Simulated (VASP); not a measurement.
# C (Fd-3m) in VASP: further runs

Runs on C. Level: PBE. Tasks: single point.

Program: VASP 6.6.1. These are calculated values, not measurements. Logs are shortened: lines on timing, memory, paths and dates and some standing lists are left out, and cuts for length are marked.

**1. The cell of the first run**

It takes space group Fd-3m (No. 227, cubic). The conventional cell has a = 3.572 Å, b = 3.572 Å, c = 3.572 Å, α = 90.00°, β = 90.00°, γ = 90.00°. Within 2.1 Å of C (site symmetry -43m) lie 4 C at 1.55 Å.

**2. Single point, PBE**

INCAR reads:

```
SYSTEM = C
PREC = Accurate
ENCUT = 600
EDIFF = 1E-6
ISMEAR = 0
SIGMA = 0.02
LREAL = .False.
LASPH = .True.
NELM = 120
ALGO = Normal
ISIF = 2
LWAVE = .False.
LCHARG = .False.
GGA = PE
NBANDS = 11
GGA_COMPAT = .False.
```

KPOINTS reads:

```
Automatic mesh
0
Gamma
  12 12 12
  0 0 0
```

POSCAR reads:

```
C
1.0
    0.0000000000      1.7858181871      1.7858181871
    1.7858181871      0.0000000000      1.7858181871
    1.7858181871      1.7858181871      0.0000000000
C
2
Direct
    0.2500000000      0.2500000000      0.2500000000
    0.0000000000      0.0000000000      0.0000000000
```

Potentials or basis: VASP PAW PBE potentials, release 64 (C).

Command:

```bash
cat potpaw_PBE.64/C/POTCAR > POTCAR
mpirun -np 1 vasp_std > vasp.out
```

OUTCAR:

```text
SYSTEM = C
   PREC = Accurate
   ENCUT = 600
   EDIFF = 1E-6
   ISMEAR = 0
   LREAL = .False.
   LASPH = .True.
   NELM = 120
   ISIF = 2
   GGA = PE

 ion  position               nearest neighbor table
   1  0.250  0.250  0.250-   2 1.55   2 1.55   2 1.55   2 1.55
   2  0.000  0.000  0.000-   1 1.55   1 1.55   1 1.55   1 1.55

  LATTYP: Found a face centered cubic cell.
 ALAT       =     3.5716363742

  Lattice vectors:

 A1 = (   0.0000000000,   1.7858181871,   1.7858181871)
 A2 = (   1.7858181871,   0.0000000000,   1.7858181871)
 A3 = (   1.7858181871,   1.7858181871,   0.0000000000)

Analysis of symmetry for initial positions (statically):
=====================================================================
 Subroutine PRICEL returns:
 Original cell was already a primitive cell.

 Routine SETGRP: Setting up the symmetry group for a
 face centered cubic supercell.

 Subroutine GETGRP returns: Found 48 space group operations
 (whereof 24 operations were pure point group operations)
 out of a pool of 48 trial point group operations.

The static configuration has the point symmetry T_d .
 The point group associated with its full space group is O_h .

Analysis of symmetry for dynamics (positions and initial velocities):
=====================================================================
 Subroutine PRICEL returns:
 Original cell was already a primitive cell.

 Routine SETGRP: Setting up the symmetry group for a
 face centered cubic supercell.

 Subroutine GETGRP returns: Found 48 space group operations
 (whereof 24 operations were pure point group operations)
 out of a pool of 48 trial point group operations.

The dynamic configuration has the point symmetry T_d .
 The point group associated with its full space group is O_h .

 Subroutine INISYM returns: Found 48 space group operations
 (whereof 24 operations are pure point group operations),
 and found     1 'primitive' translations

----------------------------------------------------------------------------------------

                                     Primitive cell

  volume of cell :      11.3905

  direct lattice vectors                    reciprocal lattice vectors
     0.000000000  1.785818187  1.785818187    -0.279983709  0.279983709  0.279983709
     1.785818187  0.000000000  1.785818187     0.279983709 -0.279983709  0.279983709
     1.785818187  1.785818187  0.000000000     0.279983709  0.279983709 -0.279983709

  length of vectors
     2.525528300  2.525528300  2.525528300     0.484946010  0.484946010  0.484946010

  position of ions in fractional coordinates (direct lattice)
     0.250000000  0.250000000  0.250000000
     0.000000000  0.000000000  0.000000000

  ion indices of the primitive-cell ions
   primitive index   ion index
                 1           1
                 2           2

----------------------------------------------------------------------------------------

 KPOINTS: Automatic mesh

Automatic generation of k-mesh.
 Grid dimensions read from file:
 generate k-points for:   12   12   12

 Generating k-lattice:

  Cartesian coordinates                     Fractional coordinates (reciprocal lattice)
    -0.023331976  0.023331976  0.023331976     0.083333333  0.000000000  0.000000000
     0.023331976 -0.023331976  0.023331976     0.000000000  0.083333333  0.000000000
     0.023331976  0.023331976 -0.023331976     0.000000000  0.000000000  0.083333333

  Length of vectors
     0.040412167  0.040412167  0.040412167

  Shift w.r.t. Gamma in fractional coordinates (k-lattice)
     0.000000000  0.000000000  0.000000000

 Subroutine IBZKPT returns following result:
 ===========================================

 Found     72 irreducible k-points:

 Following reciprocal coordinates:
            Coordinates               Weight
  0.000000  0.000000  0.000000      1.000000
  0.083333  0.000000  0.000000      8.000000
  0.166667  0.000000  0.000000      8.000000
  0.250000  0.000000  0.000000      8.000000
  0.333333  0.000000  0.000000      8.000000
  0.416667  0.000000  0.000000      8.000000
[... 16 lines left out ...]
  0.500000  0.166667  0.000000     24.000000
 -0.416667  0.166667  0.000000     24.000000
 [... further k-points ...]
   k-points           NKPTS =     72   k-points in BZ     NKDIM =     72   number of bands    NBANDS=     11
   number of dos      NEDOS =    301   number of ions     NIONS =      2
   total plane-waves  NPLWV =   8000
   dimension x,y,z NGX =    20 NGY =   20 NGZ =   20
   dimension x,y,z NGXF=    40 NGYF=   40 NGZF=   40
   ions per type =               2
   NGX,Y,Z   is equivalent  to a cutoff of  13.17, 13.17, 13.17 a.u.
   NGXF,Y,Z  is equivalent  to a cutoff of  26.33, 26.33, 26.33 a.u.
 SYSTEM =  C
   PREC   = accura    normal or accurate (medium, high low for compatibility)
   ISTART =      0    job   : 0-new  1-cont  2-samecut
   ICHARG =      2    charge: 1-file 2-atom 10-const
   ISPIN  =      1    spin polarized calculation?
   LNONCOLLINEAR =      F non collinear calculations
   LSORBIT =      F    spin-orbit coupling
   LASPH  =      T    aspherical Exc in radial PAW
   ENCUT  =  600.0 eV  44.10 Ry    6.64 a.u.   5.04  5.04  5.04*2*pi/ulx,y,z
   NELM   =    120;   NELMIN=  2; NELMDL= -5     # of ELM steps
   EDIFF  = 0.1E-05   stopping-criterion for ELM
   LREAL  =      F    real-space projection
   EDIFFG = 0.1E-04   stopping-criterion for IOM
   NSW    =      0    number of steps for IOM
   IBRION =     -1    ionic relax: 0-MD 1-quasi-New 2-CG
   NFREE  =      0    steps in history (QN), initial steepest desc. (CG)
   ISIF   =      2    stress and relaxation
   ISYM   =      2    0-nonsym 1-usesym 2-fastsym
   POTIM  = 0.5000    time-step for ionic-motion
   TEBEG  =    0.0;   TEEND  =   0.0 temperature during run
   PSTRESS=    0.0 pullay stress
   NELECT =       8.0000    total number of electrons
   NUPDOWN=      -1.0000    fix difference up-down
   EMIN   =  10.00;   EMAX   =-10.00  energy-range for DOS
   EFERMI =   0.00;   METHOD = LEGACY
   ISMEAR =     0;   SIGMA  =   0.02  broadening in eV -4-tet -1-fermi 0-gaus
   EFERMI_NEDOS =   21; number of points for ismear=-14 and -15
   IALGO  =     38    algorithm
   IMIX   =      4    mixing-type and parameters
     AMIX     =   0.40;   BMIX     =  1.00
     AMIX_MAG =   1.60;   BMIX_MAG =  1.00
  volume/ion in A,a.u.               =       5.70        38.43
  Fermi-wavevector in a.u.,A,eV,Ry     =   1.455205  2.749939 28.812001  2.117622
  Thomas-Fermi vector in A             =   2.572267
   LORBIT       =      0    0 simple, 1 ext, 2 COOP (PROOUT), +10 PAW based schemes
   GGA     = PE    functional components
   LHFCALC =     F    Hartree Fock is set to
   AEXX    =    0.0000 exact exchange contribution
   IVDW    =     0    specifies the selected vdW correction
   LEPSILON=     F    determine dielectric tensor
   LRPA    =     F    only Hartree local field effects (RPA)
 non-spin polarized calculation
 Gauss-broadening in eV      SIGMA  =   0.02
  energy-cutoff  :      600.00
  volume of cell :       11.39
 maximum number of plane-waves:       392
   NGX =  9   NGY =  9   NGZ =  9

 number of electron       7.9999999 magnetization

 Free energy of the ion-electron system (eV)
  ---------------------------------------------------
  ext. energy  EPLUGINS =         0.00000000
  ---------------------------------------------------
  free energy    TOTEN  =       -18.19049238 eV

  energy without entropy =      -18.19049238  energy(sigma->0) =      -18.19049238

 E-fermi :   9.7723     XC(G=0): -13.2301

 val. band max:        9.6690664324   @ k =   0.0000   0.0000   0.0000
 cond. band min:      13.8132048917   @ k =   0.3333   0.3333   0.0000
 fundamental gap:      4.1441384593
 Fermi energy:         9.7723118857

 k-point     1 :       0.0000    0.0000    0.0000
  band No.  band energies     occupation
      1     -11.7521      2.00000
      2       9.6691      2.00000
      3       9.6691      2.00000
      4       9.6691      2.00000
      5      15.2480      0.00000
      6      15.2480      0.00000
      7      15.2480      0.00000
      8      22.9062      0.00000
      9      28.9115      0.00000
     10      36.1601      0.00000
     11      36.1601      0.00000

 k-point     2 :       0.0833    0.0000    0.0000
  band No.  band energies     occupation
      1     -11.5606      2.00000
      2       8.4470      2.00000
      3       9.3478      2.00000
      4       9.3478      2.00000
      5      15.6688      0.00000
      6      15.6688      0.00000
      7      15.9576      0.00000
      8      23.0737      0.00000
      9      29.2310      0.00000
     10      34.0422      0.00000
     11      34.0422      0.00000

 k-point     3 :       0.1667    0.0000    0.0000
  band No.  band energies     occupation
      1     -10.9876      2.00000
      2       5.9244      2.00000
      3       8.6503      2.00000
      4       8.6503      2.00000
      5      16.5839      0.00000
      6      16.5839      0.00000
      7      17.0363      0.00000
      8      23.5573      0.00000
      9      29.8995      0.00000
     10      32.4510      0.00000
     11      32.4510      0.00000
[... 267 lines left out ...]
 k-point    23 :       0.5000    0.1667    0.0000
  band No.  band energies     occupation
      1      -6.0196      2.00000
      2      -2.3066      2.00000
      3       4.6966      2.00000
      4       5.7190      2.00000
      5      16.7519      0.00000
      6      20.3606      0.00000
      7      20.8425      0.00000
      8      23.9134      0.00000
      9      29.7571      0.00000
     10      33.4050      0.00000
     11      36.2019      0.00000

 k-point    24 :      -0.4167    0.1667    0.0000
  band No.  band energies     occupation
      1      -5.5931      2.00000
      2      -2.8189      2.00000
      3       4.2123      2.00000
      4       6.0956      2.00000
      5      17.1878      0.00000
      6      19.8725      0.00000
      7      20.8205      0.00000
      8      25.0578      0.00000
      9      29.0668      0.00000
     10      33.8096      0.00000
     11      34.1573      0.00000

 [... further k-points ...]

------------------------ aborting loop because EDIFF is reached ----------------------------------------

  FORCE on cell =-STRESS in cart. coord.  units (eV):
  Direction    XX          YY          ZZ          XY          YZ          ZX
  --------------------------------------------------------------------------------------
  -------------------------------------------------------------------------------------
  Total       -0.0018718     -0.0018718     -0.0018718     -0.0000000     -0.0000000      0.0000000
  in kB       -0.2632930     -0.2632930     -0.2632930     -0.0000000     -0.0000000      0.0000000
  external PRESSURE =      -0.2632930 kB  Pullay stress =       0.0000000 kB

 VOLUME and BASIS-vectors are now :
 -----------------------------------------------------------------------------
  energy-cutoff  :      600.00
  volume of cell :       11.39
      direct lattice vectors                 reciprocal lattice vectors
     0.000000000  1.785818187  1.785818187    -0.279983709  0.279983709  0.279983709
     1.785818187  0.000000000  1.785818187     0.279983709 -0.279983709  0.279983709
     1.785818187  1.785818187  0.000000000     0.279983709  0.279983709 -0.279983709

 POSITION                                       TOTAL-FORCE (eV/Angst)
 -----------------------------------------------------------------------------------
      0.89291      0.89291      0.89291        -0.000000      0.000000      0.000000
      0.00000      0.00000      0.00000         0.000000     -0.000000     -0.000000
 -----------------------------------------------------------------------------------
    total drift:                                0.000000      0.000000      0.000000

  FREE ENERGIE OF THE ION-ELECTRON SYSTEM (eV)
  ---------------------------------------------------
  free  energy   TOTEN  =       -18.1904923830 eV

  energy  without entropy=      -18.1904923830  energy(sigma->0) =      -18.19049238
```

Wall time 5.1 s (1 thread of AMD EPYC 9R45 (Zen 5), shared host); peak memory 0.09 GiB.

Results:

```yaml
Free_energy: -18.1905 eV
Pressure: 0.0 GPa
Band_gap_on_the_k_mesh: 4.14 eV (least direct gap 5.58 eV)
```

Levels at points of the mesh, in eV from the valence-band top:
```csv
k point,band 1,band 2,band 3,band 4,band 5,band 6,band 7,band 8,band 9
"(0.00, 0.00, 0.00)",-21.42,0.00,0.00,0.00,5.58,5.58,5.58,13.24,19.24
"(0.50, 0.00, 0.00)",-15.67,-13.33,-2.79,-2.79,8.44,8.44,8.79,15.66,21.83
"(0.50, 0.50, 0.00)",-12.74,-12.74,-6.27,-6.27,4.75,4.75,16.74,16.74,23.15
```

**3. Single point, PBE**

INCAR reads:

```
PREC = Accurate
ENCUT = 600
EDIFF = 1E-6
ISMEAR = 0
SIGMA = 0.02
LREAL = F
LASPH = T
NELM = 120
ALGO = Normal
ISIF = 2
LWAVE = F
LCHARG = F
GGA = PE
NBANDS = 11
GGA_COMPAT = F
```

KPOINTS reads:

```
Automatic mesh
0
Gamma
  12 12 12
```

POSCAR is that of step 2.

Potentials or basis: VASP PAW PBE potentials, release 64 (C).

Command:

```bash
cat potpaw_PBE.64/C/POTCAR > POTCAR
mpirun -np 1 vasp_std > vasp.out
```

OUTCAR:

```text
PREC = Accurate
   ENCUT = 600
   EDIFF = 1E-6
   ISMEAR = 0
   LREAL = F
   LASPH = T
   NELM = 120
   ISIF = 2
   GGA = PE

 ion  position               nearest neighbor table
   1  0.250  0.250  0.250-   2 1.55   2 1.55   2 1.55   2 1.55
   2  0.000  0.000  0.000-   1 1.55   1 1.55   1 1.55   1 1.55

  LATTYP: Found a face centered cubic cell.
 ALAT       =     3.5716363742

  Lattice vectors:

 A1 = (   0.0000000000,   1.7858181871,   1.7858181871)
 A2 = (   1.7858181871,   0.0000000000,   1.7858181871)
 A3 = (   1.7858181871,   1.7858181871,   0.0000000000)

Analysis of symmetry for initial positions (statically):
=====================================================================
 Subroutine PRICEL returns:
 Original cell was already a primitive cell.

 Routine SETGRP: Setting up the symmetry group for a
 face centered cubic supercell.

 Subroutine GETGRP returns: Found 48 space group operations
 (whereof 24 operations were pure point group operations)
 out of a pool of 48 trial point group operations.

The static configuration has the point symmetry T_d .
 The point group associated with its full space group is O_h .

Analysis of symmetry for dynamics (positions and initial velocities):
=====================================================================
 Subroutine PRICEL returns:
 Original cell was already a primitive cell.

 Routine SETGRP: Setting up the symmetry group for a
 face centered cubic supercell.

 Subroutine GETGRP returns: Found 48 space group operations
 (whereof 24 operations were pure point group operations)
 out of a pool of 48 trial point group operations.

The dynamic configuration has the point symmetry T_d .
 The point group associated with its full space group is O_h .

 Subroutine INISYM returns: Found 48 space group operations
 (whereof 24 operations are pure point group operations),
 and found     1 'primitive' translations

----------------------------------------------------------------------------------------

                                     Primitive cell

[... 119 lines left out ...]
   LEPSILON=     F    determine dielectric tensor
   LRPA    =     F    only Hartree local field effects (RPA)
 non-spin polarized calculation
 Gauss-broadening in eV      SIGMA  =   0.02
  energy-cutoff  :      600.00
  volume of cell :       11.39
 maximum number of plane-waves:       392
   NGX =  9   NGY =  9   NGZ =  9

 number of electron       7.9999999 magnetization

 Free energy of the ion-electron system (eV)
  ---------------------------------------------------
  ext. energy  EPLUGINS =         0.00000000
  ---------------------------------------------------
  free energy    TOTEN  =       -18.19049238 eV

  energy without entropy =      -18.19049238  energy(sigma->0) =      -18.19049238

 E-fermi :   9.7723     XC(G=0): -13.2301

 val. band max:        9.6690664324   @ k =   0.0000   0.0000   0.0000
 cond. band min:      13.8132048917   @ k =   0.3333   0.3333   0.0000
 fundamental gap:      4.1441384593
 Fermi energy:         9.7723118857

 k-point     1 :       0.0000    0.0000    0.0000
  band No.  band energies     occupation
      1     -11.7521      2.00000
      2       9.6691      2.00000
      3       9.6691      2.00000
      4       9.6691      2.00000
      5      15.2480      0.00000
      6      15.2480      0.00000
      7      15.2480      0.00000
      8      22.9062      0.00000
      9      28.9115      0.00000
     10      36.1601      0.00000
     11      36.1601      0.00000
[... 309 lines left out ...]
 k-point    24 :      -0.4167    0.1667    0.0000
  band No.  band energies     occupation
      1      -5.5931      2.00000
      2      -2.8189      2.00000
      3       4.2123      2.00000
      4       6.0956      2.00000
      5      17.1878      0.00000
      6      19.8725      0.00000
      7      20.8205      0.00000
      8      25.0578      0.00000
      9      29.0668      0.00000
     10      33.8096      0.00000
     11      34.1573      0.00000

 [... further k-points ...]

------------------------ aborting loop because EDIFF is reached ----------------------------------------

  FORCE on cell =-STRESS in cart. coord.  units (eV):
  Direction    XX          YY          ZZ          XY          YZ          ZX
  --------------------------------------------------------------------------------------
  -------------------------------------------------------------------------------------
  Total       -0.0018718     -0.0018718     -0.0018718     -0.0000000     -0.0000000      0.0000000
  in kB       -0.2632930     -0.2632930     -0.2632930     -0.0000000     -0.0000000      0.0000000
  external PRESSURE =      -0.2632930 kB  Pullay stress =       0.0000000 kB

 VOLUME and BASIS-vectors are now :
 -----------------------------------------------------------------------------
  energy-cutoff  :      600.00
  volume of cell :       11.39
      direct lattice vectors                 reciprocal lattice vectors
     0.000000000  1.785818187  1.785818187    -0.279983709  0.279983709  0.279983709
     1.785818187  0.000000000  1.785818187     0.279983709 -0.279983709  0.279983709
     1.785818187  1.785818187  0.000000000     0.279983709  0.279983709 -0.279983709

 POSITION                                       TOTAL-FORCE (eV/Angst)
 -----------------------------------------------------------------------------------
      0.89291      0.89291      0.89291        -0.000000      0.000000      0.000000
      0.00000      0.00000      0.00000         0.000000     -0.000000     -0.000000
 -----------------------------------------------------------------------------------
    total drift:                                0.000000      0.000000      0.000000

  FREE ENERGIE OF THE ION-ELECTRON SYSTEM (eV)
  ---------------------------------------------------
  free  energy   TOTEN  =       -18.1904923830 eV

  energy  without entropy=      -18.1904923830  energy(sigma->0) =      -18.19049238
```

OSZICAR:

```text
N       E                     dE             d eps       ncg     rms          rms(c)
DAV:   1     0.270170064441E+01    0.27017E+01   -0.53026E+03  1632   0.814E+02
DAV:   2    -0.183615574995E+02   -0.21063E+02   -0.20000E+02  2072   0.129E+02
DAV:   3    -0.188192925801E+02   -0.45774E+00   -0.45644E+00  1881   0.145E+01
DAV:   4    -0.188201694138E+02   -0.87683E-03   -0.87682E-03  1665   0.764E-01
DAV:   5    -0.188201704589E+02   -0.10451E-05   -0.10451E-05  1832   0.264E-02    0.550E+00
DAV:   6    -0.183476696535E+02    0.47250E+00   -0.24629E-01  1629   0.350E+00    0.328E+00
DAV:   7    -0.181886249867E+02    0.15904E+00   -0.30232E-01  1683   0.392E+00    0.743E-01
DAV:   8    -0.181904316246E+02   -0.18066E-02   -0.86574E-03  1656   0.696E-01    0.436E-02
DAV:   9    -0.181904717153E+02   -0.40091E-04   -0.62232E-05  1864   0.638E-02    0.242E-02
DAV:  10    -0.181904923136E+02   -0.20598E-04   -0.15692E-05  1680   0.349E-02    0.522E-03
DAV:  11    -0.181904923830E+02   -0.69402E-07   -0.25076E-07  1414   0.460E-03
   1 F= -.18190492E+02 E0= -.18190492E+02  d E =-.522840E-16
```

Run time: 5 s. Hardware: 1 thread of AMD EPYC 9R45 (Zen 5), shared host; peak memory 0.09 GiB.

Results:

| Item | Value |
| --- | --- |
| Free energy | -18.1905 eV |
| Pressure | 0.0 GPa |
| Band gap on the k mesh | 4.14 eV (least direct gap 5.58 eV) |
